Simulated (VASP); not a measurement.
Wanted: the native input for a VASP 6.6.1 run.

```yaml
Task: G0W0 quasiparticle levels
Functional: PBE
Potentials_or_basis: VASP PAW PBE potentials, release 64 (Li_GW, F_GW)
Cutoff: 500 eV
k_mesh: 6 × 6 × 4
Occupations: gaussian, width 0.01 eV
Spin: no spin polarisation
Dipole_correction: no
GW_scheme: G0W0
GW_iterations: 1
Cutoff_of_the_response_function: 80
Frequency_points: 96
Empty_bands: 51
Mended: yes
Further_INCAR_settings: ALGO = EVGW0; EDIFF = 1e-08; NBANDS = 59
```

LiF:

```
Li F
1.0
     2.77571    0.00000    0.00000
    -1.38785    2.40383    0.00000
     0.00000    0.00000    4.78269
Li F
2 2
Cartesian
  0.0000 0.0000 0.0000
  0.0000 0.0000 2.3913
  0.0000 1.6026 1.1957
  1.3879 0.8013 3.5870
```

The input as run:

POSCAR

```
LiF
1.0
    2.7757075842      0.0000000000      0.0000000000
   -1.3878537921      2.4038332814      0.0000000000
    0.0000000000      0.0000000000      4.7826938714
Li F
2 2
Direct
    0.0000000000      0.0000000000      0.0000000000
    0.0000000000      0.0000000000      0.5000000000
    0.3333333333      0.6666666667      0.2500000000
    0.6666666667      0.3333333333      0.7500000000
```

INCAR.step1

```
PREC = Accurate ; ENCUT = 500
EDIFF = 1E-8 ; ISMEAR = 0
SIGMA = 0.01 ; LREAL = False
LASPH = True ; NELM = 60
ALGO = Normal ; LWAVE = True
LCHARG = False ; GGA = PE
```

INCAR.step2

```
PREC = Accurate ; ENCUT = 500
EDIFF = 1E-8 ; ISMEAR = 0
SIGMA = 0.01 ; LREAL = False
LASPH = True ; NELM = 1
ALGO = Exact ; LWAVE = True
LCHARG = False ; GGA = PE
NBANDS = 59 ; LOPTICS = True
ISTART = 1
```

INCAR.step3

```
PREC = Accurate ; ENCUT = 500
EDIFF = 1E-8 ; ISMEAR = 0
SIGMA = 0.01 ; LREAL = False
LASPH = True ; ALGO = EVGW0
LWAVE = False ; LCHARG = False
GGA = PE ; NELMGW = 1
NBANDS = 59 ; ENCUTGW = 80.0
NOMEGA = 96 ; PRECFOCK = Fast
ISTART = 1 ; NBANDSGW = 16
OMEGAMAX = 30
```

KPOINTS

```
Automatic mesh
0
Gamma
  6 6 4
```

Potentials or basis: VASP PAW PBE potentials, release 64 (Li_GW, F_GW).

The run is started by

```console
$ cat potpaw_PBE.64/Li_GW/POTCAR potpaw_PBE.64/F_GW/POTCAR > POTCAR
$ cp INCAR.step1 INCAR
$ mpirun -np 1 vasp_std > vasp.out
$ cp INCAR.step2 INCAR
$ mpirun -np 1 vasp_std > vasp.out
$ cp INCAR.step3 INCAR
$ mpirun -np 1 vasp_std > vasp.out
```

It gave:

```
Quasiparticle gap                                   : 13.45 eV
Least direct quasiparticle gap                      : 13.45 eV
Band gap of the starting levels on the mesh         : 9.17 eV
Least direct gap of the starting levels on the mesh : 9.17 eV
```

Caveat: the k points lie up to 0.44 Å⁻¹ apart; bands, screening cutoff and mesh are small and nothing is extrapolated, so the quasiparticle values aren't converged.

Wall time 2.9 min on 1 thread of Intel(R) Xeon(R) 6975P-C (Granite Rapids) (shared host), peak memory 0.42 GiB.
